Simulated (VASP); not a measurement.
# ZnSe (I-4m2) in VASP: relaxation of the atoms with PBE

Aim: the relaxation of the atoms of ZnSe with PBE.

Everything below comes from runs of VASP 6.6.1. Logs are shortened: lines on timing, memory, paths and dates and some standing lists are left out, and cuts for length are marked.

### 1 The cell of the first run

The structure is tetragonal, space group I-4m2 (No. 119). Conventional cell: a = 4.008 Å, b = 4.008 Å, c = 5.554 Å, α = 90.00°, β = 90.00°, γ = 90.00°. Within 3.2 Å of Zn (site symmetry -4m2) lie 4 Se at 2.44 Å. Within 3.2 Å of Se (site symmetry -4m2) lie 4 Zn at 2.44 Å.

### 2 Relaxation of the atoms, PBE (z stretched by -2 %)

Input file INCAR:

```
PREC = Accurate ; ENCUT = 450
EDIFF = 1E-7 ; ISMEAR = -1
SIGMA = 0.02 ; LREAL = F
LASPH = T ; NELM = 120
ALGO = Normal ; ISIF = 2
LWAVE = F ; LCHARG = F
GGA = PE ; IBRION = 2
NSW = 80 ; EDIFFG = -0.02
GGA_COMPAT = F ; NELMIN = 4
```

Input file KPOINTS:

```
Automatic mesh
0
Gamma
  13 13 13
```

Input file POSCAR:

```
ZnSe
1.0
    0.0000000000      2.8338000000      2.7771240000
    2.8338000000      0.0000000000      2.7771240000
    2.8338000000      2.8338000000      0.0000000000
Zn Se
1 1
Direct
    0.0000000000      0.0000000000      0.0000000000
    0.2500000000      0.2500000000      0.2500000000
```

Potentials or basis: VASP PAW PBE potentials, release 64 (Zn, Se).

Started as:

```bash
$ cat potpaw_PBE.64/Zn/POTCAR potpaw_PBE.64/Se/POTCAR > POTCAR
$ mpirun -np 1 vasp_std > vasp.out
```

OUTCAR:

```text
PREC = Accurate
   ENCUT = 450
   EDIFF = 1E-7
   ISMEAR = -1
   LREAL = F
   LASPH = T
   NELM = 120
   ISIF = 2
   GGA = PE
   IBRION = 2
   NSW = 80
   EDIFFG = -0.02
   NELMIN = 4

 ion  position               nearest neighbor table
   1  0.000  0.000  0.000-   2 2.44   2 2.44   2 2.44   2 2.44
   2  0.250  0.250  0.250-   1 2.44   1 2.44   1 2.44   1 2.44

  LATTYP: Found a body centered tetragonal cell.
 ALAT       =     4.0075983931
 C/A-ratio  =     1.3859292911

  Lattice vectors:

 A1 = (   0.0000000000,  -2.8338000000,  -2.7771240000)
 A2 = (   0.0000000000,   2.8338000000,  -2.7771240000)
 A3 = (   2.8338000000,   0.0000000000,   2.7771240000)

Analysis of symmetry for initial positions (statically):
=====================================================================
 Subroutine PRICEL returns:
 Original cell was already a primitive cell.

 Routine SETGRP: Setting up the symmetry group for a
 body centered tetragonal supercell.

 Subroutine GETGRP returns: Found  8 space group operations
 (whereof  8 operations were pure point group operations)
 out of a pool of 16 trial point group operations.

The static configuration has the point symmetry D_2d.

Analysis of symmetry for dynamics (positions and initial velocities):
=====================================================================
 Subroutine PRICEL returns:
 Original cell was already a primitive cell.

 Routine SETGRP: Setting up the symmetry group for a
 body centered tetragonal supercell.

 Subroutine GETGRP returns: Found  8 space group operations
 (whereof  8 operations were pure point group operations)
 out of a pool of 16 trial point group operations.

The dynamic configuration has the point symmetry D_2d.

 Subroutine INISYM returns: Found  8 space group operations
 (whereof  8 operations are pure point group operations),
 and found     1 'primitive' translations

----------------------------------------------------------------------------------------

                                     Primitive cell

  volume of cell :      44.6030

  direct lattice vectors                    reciprocal lattice vectors
     0.000000000  2.833800000  2.777124000    -0.176441527  0.176441527  0.180042375
     2.833800000  0.000000000  2.777124000     0.176441527 -0.176441527  0.180042375
     2.833800000  2.833800000  0.000000000     0.176441527  0.176441527 -0.180042375

  length of vectors
     3.967724808  3.967724808  4.007598393     0.307698687  0.307698687  0.307698687

  position of ions in fractional coordinates (direct lattice)
     0.000000000  0.000000000  0.000000000
     0.250000000  0.250000000  0.250000000

  ion indices of the primitive-cell ions
   primitive index   ion index
                 1           1
                 2           2

----------------------------------------------------------------------------------------

 KPOINTS: Automatic mesh

Automatic generation of k-mesh.
 Grid dimensions read from file:
 generate k-points for:   13   13   13

 Generating k-lattice:

  Cartesian coordinates                     Fractional coordinates (reciprocal lattice)
    -0.013572425  0.013572425  0.013849413     0.076923077  0.000000000  0.000000000
     0.013572425 -0.013572425  0.013849413     0.000000000  0.076923077  0.000000000
     0.013572425  0.013572425 -0.013849413     0.000000000  0.000000000  0.076923077

  Length of vectors
     0.023669130  0.023669130  0.023669130

  Shift w.r.t. Gamma in fractional coordinates (k-lattice)
     0.000000000  0.000000000  0.000000000

 Subroutine IBZKPT returns following result:
 ===========================================

 Found    196 irreducible k-points:

 Following reciprocal coordinates:
            Coordinates               Weight
  0.000000  0.000000  0.000000      1.000000
  0.076923 -0.000000  0.000000      8.000000
  0.153846 -0.000000  0.000000      8.000000
  0.230769 -0.000000  0.000000      8.000000
  0.307692 -0.000000  0.000000      8.000000
  0.384615  0.000000  0.000000      8.000000
[... 16 lines left out ...]
  0.384615  0.153846  0.000000      8.000000
  0.461538  0.153846  0.000000      8.000000
 [... further k-points ...]
   k-points           NKPTS =    196   k-points in BZ     NKDIM =    196   number of bands    NBANDS=     13
   number of dos      NEDOS =    301   number of ions     NIONS =      2
   total plane-waves  NPLWV =  21952
   dimension x,y,z NGX =    28 NGY =   28 NGZ =   28
   dimension x,y,z NGXF=    56 NGYF=   56 NGZF=   56
   ions per type =               1   1
   NGX,Y,Z   is equivalent  to a cutoff of  11.73, 11.73, 11.62 a.u.
   NGXF,Y,Z  is equivalent  to a cutoff of  23.46, 23.46, 23.23 a.u.
 SYSTEM =  unknown system
   PREC   = accura    normal or accurate (medium, high low for compatibility)
   ISTART =      0    job   : 0-new  1-cont  2-samecut
   ICHARG =      2    charge: 1-file 2-atom 10-const
   ISPIN  =      1    spin polarized calculation?
   LNONCOLLINEAR =      F non collinear calculations
   LSORBIT =      F    spin-orbit coupling
   LASPH  =      T    aspherical Exc in radial PAW
   ENCUT  =  450.0 eV  33.07 Ry    5.75 a.u.   6.86  6.86  6.93*2*pi/ulx,y,z
   NELM   =    120;   NELMIN=  4; NELMDL= -5     # of ELM steps
   EDIFF  = 0.1E-06   stopping-criterion for ELM
   LREAL  =      F    real-space projection
   EDIFFG = -.2E-01   stopping-criterion for IOM
   NSW    =     80    number of steps for IOM
   IBRION =      2    ionic relax: 0-MD 1-quasi-New 2-CG
   NFREE  =      1    steps in history (QN), initial steepest desc. (CG)
   ISIF   =      2    stress and relaxation
   ISYM   =      2    0-nonsym 1-usesym 2-fastsym
   POTIM  = 0.5000    time-step for ionic-motion
   TEBEG  =    0.0;   TEEND  =   0.0 temperature during run
   PSTRESS=    0.0 pullay stress
   NELECT =      18.0000    total number of electrons
   NUPDOWN=      -1.0000    fix difference up-down
   EMIN   =  10.00;   EMAX   =-10.00  energy-range for DOS
   EFERMI =   0.00;   METHOD = LEGACY
   ISMEAR =    -1;   SIGMA  =   0.02  broadening in eV -4-tet -1-fermi 0-gaus
   EFERMI_NEDOS =   21; number of points for ismear=-14 and -15
   IALGO  =     38    algorithm
   IMIX   =      4    mixing-type and parameters
     AMIX     =   0.40;   BMIX     =  1.00
     AMIX_MAG =   1.60;   BMIX_MAG =  1.00
  volume/ion in A,a.u.               =      22.30       150.50
  Fermi-wavevector in a.u.,A,eV,Ry     =   1.209793  2.286178 19.913479  1.463599
  Thomas-Fermi vector in A             =   2.345360
   LORBIT       =      0    0 simple, 1 ext, 2 COOP (PROOUT), +10 PAW based schemes
   GGA     = PE    functional components
   LHFCALC =     F    Hartree Fock is set to
   AEXX    =    0.0000 exact exchange contribution
   IVDW    =     0    specifies the selected vdW correction
   LEPSILON=     F    determine dielectric tensor
   LRPA    =     F    only Hartree local field effects (RPA)
 conjugate gradient relaxation of ions
 non-spin polarized calculation
  energy-cutoff  :      450.00
  volume of cell :       44.60
 maximum number of plane-waves:       982
   NGX = 13   NGY = 13   NGZ = 13

 number of electron      18.0000009 magnetization

 Free energy of the ion-electron system (eV)
  ---------------------------------------------------
  ext. energy  EPLUGINS =         0.00000000
  ---------------------------------------------------
  free energy    TOTEN  =        -6.00179560 eV

  energy without entropy =       -6.00179560  energy(sigma->0) =       -6.00179560

 E-fermi :   2.2166     XC(G=0):  -9.4150

 val. band max:        1.8355775628   @ k =   0.0000   0.0000   0.0000
 cond. band min:       3.1588473682   @ k =   0.0000   0.0000   0.0000
 fundamental gap:      1.3232698054
 Fermi energy:         2.2165671989

 k-point     1 :       0.0000    0.0000    0.0000
  band No.  band energies     occupation
      1     -11.6025      2.00000
      2      -4.8359      2.00000
      3      -4.8359      2.00000
      4      -4.8268      2.00000
      5      -4.4468      2.00000
      6      -4.4430      2.00000
      7       1.7635      2.00000
      8       1.7635      2.00000
      9       1.8356      2.00000
     10       3.1588      0.00000
     11       7.5797      0.00000
     12       7.5867      0.00000
     13       7.5867      0.00000

 k-point     2 :       0.0769   -0.0000    0.0000
  band No.  band energies     occupation
      1     -11.5621      2.00000
      2      -4.8332      2.00000
      3      -4.8294      2.00000
      4      -4.8213      2.00000
      5      -4.4474      2.00000
      6      -4.4439      2.00000
      7       1.1232      2.00000
      8       1.6977      2.00000
      9       1.7520      2.00000
     10       3.7010      0.00000
     11       7.5241      0.00000
     12       7.6925      0.00000
     13       7.6960      0.00000

 k-point     3 :       0.1538   -0.0000    0.0000
  band No.  band energies     occupation
      1     -11.4466      2.00000
      2      -4.8230      2.00000
      3      -4.8122      2.00000
      4      -4.8041      2.00000
      5      -4.4479      2.00000
      6      -4.4455      2.00000
      7       0.0407      2.00000
      8       1.5261      2.00000
      9       1.5925      2.00000
     10       4.3403      0.00000
     11       7.6143      0.00000
     12       7.9413      0.00000
     13       7.9691      0.00000
[... 305 lines left out ...]
 k-point    23 :       0.3846    0.1538    0.0000
  band No.  band energies     occupation
      1     -10.9047      2.00000
      2      -4.7672      2.00000
      3      -4.7211      2.00000
      4      -4.6552      2.00000
      5      -4.4338      2.00000
      6      -4.4184      2.00000
      7      -2.2977      2.00000
      8       0.3695      2.00000
      9       0.5017      2.00000
     10       5.4291      0.00000
     11       7.3441      0.00000
     12       8.8650      0.00000
     13       9.1691      0.00000

 k-point    24 :       0.4615    0.1538    0.0000
  band No.  band energies     occupation
      1     -10.7622      2.00000
      2      -4.7427      2.00000
      3      -4.7118      2.00000
      4      -4.5430      2.00000
      5      -4.4173      2.00000
      6      -4.3616      2.00000
      7      -2.9870      2.00000
      8       0.1065      2.00000
      9       0.4614      2.00000
     10       5.3559      0.00000
     11       7.5969      0.00000
     12       9.0084      0.00000
     13       9.4890      0.00000

 [... further k-points ...]
[... 5 lines left out ...]
  --------------------------------------------------------------------------------------
  -------------------------------------------------------------------------------------
  Total        0.9621112      0.9621112      1.1392828      0.0000000     -0.0000000      0.0000000
  in kB       34.5598770     34.5598770     40.9240383      0.0000000     -0.0000000      0.0000000
  external PRESSURE =      36.6812641 kB  Pullay stress =       0.0000000 kB

 VOLUME and BASIS-vectors are now :
 -----------------------------------------------------------------------------
  energy-cutoff  :      450.00
  volume of cell :       44.60
      direct lattice vectors                 reciprocal lattice vectors
     0.000000000  2.833800000  2.777124000    -0.176441527  0.176441527  0.180042375
     2.833800000  0.000000000  2.777124000     0.176441527 -0.176441527  0.180042375
     2.833800000  2.833800000  0.000000000     0.176441527  0.176441527 -0.180042375

 POSITION                                       TOTAL-FORCE (eV/Angst)
 -----------------------------------------------------------------------------------
      0.00000      0.00000      0.00000        -0.000000     -0.000000     -0.000000
      1.41690      1.41690      1.38856         0.000000      0.000000      0.000000
 -----------------------------------------------------------------------------------
    total drift:                                0.000000      0.000000      0.000002

  FREE ENERGIE OF THE ION-ELECTRON SYSTEM (eV)
  ---------------------------------------------------
  free  energy   TOTEN  =        -6.0017955991 eV

  energy  without entropy=       -6.0017955991  energy(sigma->0) =       -6.00179560

 reached required accuracy - stopping structural energy minimisation
```

It took 2.1 min on 1 thread of Oxide Virtual Turin-like, shared host; peak memory 0.2 GiB.

What came out:

| Item | Value |
| --- | --- |
| Free energy | -6.0018 eV |
| Pressure after relaxing | 3.7 GPa |
| Band gap on the k mesh | 1.32 eV |

Final structure:
```
Zn Se
1.0
     0.00000    2.83380    2.77712
     2.83380    0.00000    2.77712
     2.83380    2.83380    0.00000
Zn Se
1 1
Direct
  0.00000 0.00000 0.00000
  0.25000 0.25000 0.25000
```

Levels at points of the mesh, in eV from the valence-band top:
```csv
k point,band 6,band 7,band 8,band 9,band 10,band 11,band 12,band 13
"(0.00, 0.00, 0.00)",-6.28,-0.07,-0.07,0.00,1.32,5.74,5.75,5.75
```

Caveat: the cell differs from its parent crystal (z stretched by -2 %).
